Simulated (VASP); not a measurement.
# Li3Y2P3 (Pm-3m) in VASP: further runs, part 2 of 2

VASP 6.6.1. Earlier steps stand in the parts before.

### 3 Relaxation of cell and atoms, PBE

This run uses another cell than the first one, of 20.16 Å³/atom.

INCAR

```
SYSTEM = Li3Y2P3
ALGO     = Normal         ! electronic algorithm
EDIFF    = 1E-6           ! SCF threshold, eV
EDIFFG   = -0.01          ! ionic threshold
ENCUT    = 600            ! plane-wave cutoff, eV
GGA      = PE             ! functional
IBRION   = 2              ! ionic algorithm
ISIF     = 3              ! what is computed and relaxed
ISMEAR   = 0              ! smearing method
LASPH    = .TRUE.         ! aspherical terms in the spheres
LCHARG   = .FALSE.        ! write CHGCAR
LREAL    = .FALSE.        ! projectors in reciprocal space
LWAVE    = .FALSE.        ! write WAVECAR
NELM     = 100            ! most SCF steps
NSW      = 100            ! ionic steps
PREC     = Accurate       ! precision mode
SIGMA    = 0.1            ! smearing width, eV
```

KPOINTS

```
k-points
0
G
  8 8 8
  0 0 0
```

POSCAR

```
Li3Y2P3
1.0
    5.4434660100      0.0000000000      0.0000000000
    0.0000000000      5.4434660100      0.0000000000
    0.0000000000      0.0000000000      5.4434660100
Li Y P
3 2 3
Direct
    0.5000000000      0.0000000000      0.0000000000
    0.0000000000      0.5000000000      0.0000000000
    0.0000000000      0.0000000000      0.5000000000
    0.0000000000      0.0000000000      0.0000000000
    0.5000000000      0.5000000000      0.5000000000
    0.0000000000      0.5000000000      0.5000000000
    0.5000000000      0.0000000000      0.5000000000
    0.5000000000      0.5000000000      0.0000000000
```

Potentials or basis: VASP PAW PBE potentials, release 64 (Li_sv, Y_sv, P).

The run is started by

```bash
$ cat potpaw_PBE.64/Li_sv/POTCAR potpaw_PBE.64/Y_sv/POTCAR potpaw_PBE.64/P/POTCAR > POTCAR
$ mpirun -np 1 vasp_std > vasp.out
```

It took 2.8 min on 1 thread of Intel Xeon 6975P-C (Granite Rapids), shared host; peak memory 0.47 GiB.

The run converged. Its results:

```yaml
Free_energy: -36.4423 eV
Relaxed_volume: 20.11 Å³/atom
Relaxed_cell: a = 5.439 Å, b = 5.439 Å, c = 5.439 Å, α = 90.00°, β = 90.00°, γ = 90.00°
Space_group_after_relaxing_to_0.1_Å: Pm-3m (No. 221)
Energy_gained_by_relaxing: 0.0 meV/atom
Ionic_steps: 2
Pressure_after_relaxing: 0.0 GPa
Band_gap_on_the_k_mesh: zero (bands 23 and 24 overlap by 0.64 eV)
```

The path:
| step | energy change (eV) | largest force (eV/Å) | pressure (GPa) | volume (Å³) |
| --- | --- | --- | --- | --- |
| 1 | 0.0000 | 0.0000 | -0.15 | 161.30 |
| 2 | -0.0002 | 0.0000 | -0.02 | 160.86 |

Final structure:
```cif
data_structure
_symmetry_space_group_name_H-M 'P 1'
_symmetry_Int_Tables_number 1
_cell_length_a 5.4385
_cell_length_b 5.4385
_cell_length_c 5.4385
_cell_angle_alpha 90.000
_cell_angle_beta 90.000
_cell_angle_gamma 90.000
_cell_volume 160.86
loop_
_atom_site_label
_atom_site_type_symbol
_atom_site_fract_x
_atom_site_fract_y
_atom_site_fract_z
_atom_site_occupancy
Li1 Li 0.50000 0.00000 0.00000 1
Li2 Li 0.00000 0.50000 0.00000 1
Li3 Li 0.00000 0.00000 0.50000 1
Y1 Y 0.00000 0.00000 0.00000 1
Y2 Y 0.50000 0.50000 0.50000 1
P1 P 0.00000 0.50000 0.50000 1
P2 P 0.50000 0.00000 0.50000 1
P3 P 0.50000 0.50000 0.00000 1
```

Levels at points of the mesh, in eV from the Fermi level:
| k point | band 19 | band 20 | band 21 | band 22 | band 23 | band 24 | band 25 | band 26 | band 27 | band 28 |
| --- | --- | --- | --- | --- | --- | --- | --- | --- | --- | --- |
| (0.00, 0.00, 0.00) | -1.14 | -1.14 | -0.26 | 0.31 | 0.33 | 0.40 | 0.40 | 0.44 | 0.44 | 0.44 |
| (0.50, 0.00, 0.00) | -2.31 | -2.31 | -1.78 | 0.09 | 0.09 | 0.37 | 0.73 | 1.78 | 1.93 | 2.17 |
| (0.50, 0.50, 0.00) | -1.76 | -1.68 | -1.68 | -0.74 | -0.43 | -0.20 | 0.98 | 1.39 | 1.94 | 2.00 |
| (0.50, 0.50, 0.50) | -1.70 | -1.70 | -1.53 | 0.16 | 0.16 | 0.52 | 0.52 | 0.52 | 0.75 | 0.75 |

Caveat: the cutoff is under 1.25 times the usual one of these potentials, so pressure, stress and relaxed cells hold a basis-set (Pulay) error.

### 4 Single point, PBE

This run uses another cell than the first one, of 20.16 Å³/atom.

INCAR

```
  ALGO = Normal
  EDIFF = 1E-6
  ENCUT = 520
  GGA = PE
  ISIF = 2
  ISMEAR = 0
  LASPH = True
  LCHARG = False
  LREAL = False
  LWAVE = False
  NBANDS = 33
  NELM = 100
  PREC = Accurate
  SIGMA = 0.1
```

KPOINTS

```
k-points
0
Gamma
  4 4 4
```

POSCAR is that of step 3.

Potentials or basis: VASP PAW PBE potentials, release 64 (Li_sv, Y_sv, P).

The run is started by

```bash
$ cat potpaw_PBE.64/Li_sv/POTCAR potpaw_PBE.64/Y_sv/POTCAR potpaw_PBE.64/P/POTCAR > POTCAR
$ mpirun -np 1 vasp_std > vasp.out
```

OUTCAR:

```text
EDIFF = 1E-6
   ENCUT = 520
   GGA = PE
   ISIF = 2
   ISMEAR = 0
   LASPH = True
   LREAL = False
   NELM = 100
   PREC = Accurate

 ion  position               nearest neighbor table
   1  0.500  0.000  0.000-   4 2.72   7 2.72   8 2.72   7 2.72   8 2.72   4 2.72
   2  0.000  0.500  0.000-   4 2.72   6 2.72   8 2.72   6 2.72   4 2.72   8 2.72
   3  0.000  0.000  0.500-   4 2.72   6 2.72   7 2.72   4 2.72   6 2.72   7 2.72
   4  0.000  0.000  0.000-   1 2.72   2 2.72   3 2.72   3 2.72   2 2.72   1 2.72
   5  0.500  0.500  0.500-   6 2.72   7 2.72   8 2.72   8 2.72   7 2.72   6 2.72
   6  0.000  0.500  0.500-   2 2.72   3 2.72   5 2.72   2 2.72   3 2.72   5 2.72
   7  0.500  0.000  0.500-   1 2.72   3 2.72   5 2.72   1 2.72   5 2.72   3 2.72
   8  0.500  0.500  0.000-   1 2.72   2 2.72   5 2.72   5 2.72   1 2.72   2 2.72

  LATTYP: Found a simple cubic cell.
 ALAT       =     5.4434660100

  Lattice vectors:

 A1 = (   5.4434660100,   0.0000000000,   0.0000000000)
 A2 = (   0.0000000000,   5.4434660100,   0.0000000000)
 A3 = (   0.0000000000,   0.0000000000,   5.4434660100)

Analysis of symmetry for initial positions (statically):
=====================================================================
 Subroutine PRICEL returns:
 Original cell was already a primitive cell.

 Routine SETGRP: Setting up the symmetry group for a
 simple cubic supercell.

 Subroutine GETGRP returns: Found 48 space group operations
 (whereof 48 operations were pure point group operations)
 out of a pool of 48 trial point group operations.

The static configuration has the point symmetry O_h .

Analysis of symmetry for dynamics (positions and initial velocities):
=====================================================================
 Subroutine PRICEL returns:
 Original cell was already a primitive cell.

[... 125 lines left out ...]
  volume/ion in A,a.u.               =      20.16       136.06
  Fermi-wavevector in a.u.,A,eV,Ry     =   1.077586  2.036342 15.798970  1.161192
  Thomas-Fermi vector in A             =   2.213502
   LORBIT       =      0    0 simple, 1 ext, 2 COOP (PROOUT), +10 PAW based schemes
   GGA     = PE    functional components
   LHFCALC =     F    Hartree Fock is set to
   AEXX    =    0.0000 exact exchange contribution
   IVDW    =     0    specifies the selected vdW correction
   LEPSILON=     F    determine dielectric tensor
   LRPA    =     F    only Hartree local field effects (RPA)
 non-spin polarized calculation
 Gauss-broadening in eV      SIGMA  =   0.10
  energy-cutoff  :      520.00
  volume of cell :      161.30
 maximum number of plane-waves:      4385
   NGX = 21   NGY = 21   NGZ = 21

 number of electron      46.0000009 magnetization

 Free energy of the ion-electron system (eV)
  ---------------------------------------------------
  ext. energy  EPLUGINS =         0.00000000
  ---------------------------------------------------
  free energy    TOTEN  =       -36.46584888 eV

  energy without entropy =      -36.43809366  energy(sigma->0) =      -36.45197127

 E-fermi :   3.7299     XC(G=0):  -9.2952

 val. band max:        3.6982117336   @ k =   0.5000   0.0000   0.0000
 cond. band min:       3.7530302209   @ k =   0.5000   0.2500   0.2500
 fundamental gap:      0.0548184873
 Fermi energy:         3.7298775206

 k-point     1 :       0.0000    0.0000    0.0000
  band No.  band energies     occupation
      1     -42.7519      2.00000
      2     -42.7475      2.00000
      3     -42.7475      2.00000
      4     -40.7404      2.00000
      5     -37.8690      2.00000
      6     -20.7084      2.00000
[... 349 lines left out ...]
     32       8.2507      0.00000
     33       8.7968      0.00000

------------------------ aborting loop because EDIFF is reached ----------------------------------------

  FORCE on cell =-STRESS in cart. coord.  units (eV):
  Direction    XX          YY          ZZ          XY          YZ          ZX
  --------------------------------------------------------------------------------------
  -------------------------------------------------------------------------------------
  Total       -0.2371133     -0.2371133     -0.2371133     -0.0000000     -0.0000000      0.0000000
  in kB       -2.3552660     -2.3552660     -2.3552660     -0.0000000     -0.0000000      0.0000000
  external PRESSURE =      -2.3552660 kB  Pullay stress =       0.0000000 kB

 VOLUME and BASIS-vectors are now :
 -----------------------------------------------------------------------------
  energy-cutoff  :      520.00
  volume of cell :      161.30
      direct lattice vectors                 reciprocal lattice vectors
     5.443466010  0.000000000  0.000000000     0.183706484  0.000000000  0.000000000
     0.000000000  5.443466010  0.000000000     0.000000000  0.183706484  0.000000000
     0.000000000  0.000000000  5.443466010     0.000000000  0.000000000  0.183706484

 POSITION                                       TOTAL-FORCE (eV/Angst)
 -----------------------------------------------------------------------------------
      2.72173      0.00000      0.00000         0.000000      0.000000      0.000000
      0.00000      2.72173      0.00000         0.000000      0.000000      0.000000
      0.00000      0.00000      2.72173         0.000000      0.000000      0.000000
      0.00000      0.00000      0.00000         0.000000      0.000000      0.000000
      2.72173      2.72173      2.72173         0.000000      0.000000      0.000000
      0.00000      2.72173      2.72173         0.000000      0.000000      0.000000
      2.72173      0.00000      2.72173         0.000000      0.000000      0.000000
      2.72173      2.72173      0.00000         0.000000      0.000000      0.000000
 -----------------------------------------------------------------------------------
    total drift:                                0.000000      0.000000     -0.000000

  FREE ENERGIE OF THE ION-ELECTRON SYSTEM (eV)
  ---------------------------------------------------
  free  energy   TOTEN  =       -36.4658488825 eV

  energy  without entropy=      -36.4380936644  energy(sigma->0) =      -36.45197127
```

stdout:

```text
POSCAR found type information on POSCAR LiY P
 POSCAR found :  3 types and       8 ions
 scaLAPACK will be used
 LDA part: xc-table for (Slater+PW92), standard interpolation
 POSCAR, INCAR and KPOINTS ok, starting setup
 FFT: planning ... GRIDC
 FFT: planning ... GRID_SOFT
 FFT: planning ... GRID
 WAVECAR not read
 entering main loop
```

Wall time 36 s (1 thread of Intel Xeon 6975P-C (Granite Rapids), shared host); peak memory 0.27 GiB.

Results:

```yaml
Free_energy: -36.4658 eV
Band_gap_on_the_k_mesh: zero (bands 23 and 24 overlap by 0.55 eV)
```

Caveat: the cutoff is under 1.25 times the usual one of these potentials, so pressure, stress and relaxed cells hold a basis-set (Pulay) error.

### 5 The runs side by side

| task | cell | k mesh | cutoff (eV) | gap on the mesh (eV) |
| --- | --- | --- | --- | --- |
| single point | a = 5.440 Å, 8 atoms | 8 × 8 × 8 | 520 | none |
| relaxation of cell and atoms | relaxed from a = 5.443 Å, 8 atoms | 8 × 8 × 8 | 600 | none |
| single point | a = 5.443 Å, 8 atoms | 4 × 4 × 4 | 520 | none |

Alike in all rows: level PBE; potentials or basis VASP PAW PBE potentials, release 64 (Li_sv, Y_sv, P); no spin polarisation; smearing gaussian 0.1 eV.

Caveats: the cutoff is under 1.25 times the usual one of these potentials, so pressure, stress and relaxed cells hold a basis-set (Pulay) error.

Absolute energies hang on the potentials; compare differences alone.
